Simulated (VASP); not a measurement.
NaCl (l):

```
CELL_PARAMETERS angstrom
0.00000 2.79406 2.79406
2.79406 0.00000 2.79406
2.79406 2.79406 0.00000
ATOMIC_POSITIONS crystal
Na 0.00000 0.00000 0.00000
Cl 0.50000 0.50000 0.50000
```

```yaml
Program: VASP 6.6.1
Task: relaxation of cell and atoms
Functional: LDA
Potentials_or_basis: VASP PAW LDA potentials, release 64 (Na_pv, Cl)
Cutoff: 500 eV
k_mesh: 8 × 8 × 8
Occupations: gaussian, width 0.02 eV
Spin: no spin polarisation
```

At the start: pressure -1.9 GPa; volume 21.81 Å³/atom.

Task: Where does the relaxation end?

Result: Over 4 steps the energy falls by 8.9 meV/atom and the volume is 20.39 Å³/atom (-6.5 %); space group Fm-3m (No. 225, to 0.05 Å).

The path:
| step | energy change (eV) | largest force (eV/Å) | pressure (GPa) | volume (Å³) |
| --- | --- | --- | --- | --- |
| 1 | 0.0000 | 0.0000 | -1.88 | 43.63 |
| 2 | -0.0141 | 0.0000 | -0.92 | 42.03 |
| 3 | -0.0178 | 0.0000 | -0.06 | 40.86 |
| 4 | -0.0178 | 0.0000 | 0.00 | 40.78 |

Final structure:
```cif
data_structure
_symmetry_space_group_name_H-M 'P 1'
_symmetry_Int_Tables_number 1
_cell_length_a 3.8637
_cell_length_b 3.8637
_cell_length_c 3.8637
_cell_angle_alpha 60.000
_cell_angle_beta 60.000
_cell_angle_gamma 60.000
_cell_volume 40.78
loop_
_atom_site_label
_atom_site_type_symbol
_atom_site_fract_x
_atom_site_fract_y
_atom_site_fract_z
_atom_site_occupancy
Na1 Na 0.00000 0.00000 0.00000 1
Cl1 Cl 0.50000 0.50000 0.50000 1
```
